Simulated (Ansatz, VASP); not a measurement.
## One calculation of WC, two programs

```xyz
2
Lattice="2.9222 0.0000 0.0000 -1.4611 2.5307 0.0000 0.0000 0.0000 2.8465" Properties=species:S:1:pos:R:3 pbc="T T T"
W     0.0000    0.0000    0.0000
C     1.4611    0.8436    1.4233
```

Alike in both runs: functional PBE; k mesh 24 × 24 × 20; occupations gaussian, width 0.1 eV; no spin polarisation.

Ansatz relaxed the structure, and its values are those at the end. VASP's run is a single point on that final structure, the one shown.

```csv
,VASP,Ansatz
version,VASP 6.6.1,Ansatz 0.2.0
potentials or method,"VASP PAW PBE potentials, release 64 (W_sv, C), cutoff 520 eV","scalar-relativistic, plane waves, PAW"
valence electrons in the cell,18,18
```

|  | VASP | Ansatz | Ansatz less VASP |
| --- | --- | --- | --- |
| gap on the k mesh at the Fermi level (eV) | none | none | - |
| pressure (GPa) | 1.0 | 0.0 | -1.06 |

A gap of «none» marks a metal or a gap that the smearing closes. The functional is the same, so the differences come from potentials, cutoffs and numerics.

Neither program's run includes spin-orbit coupling.
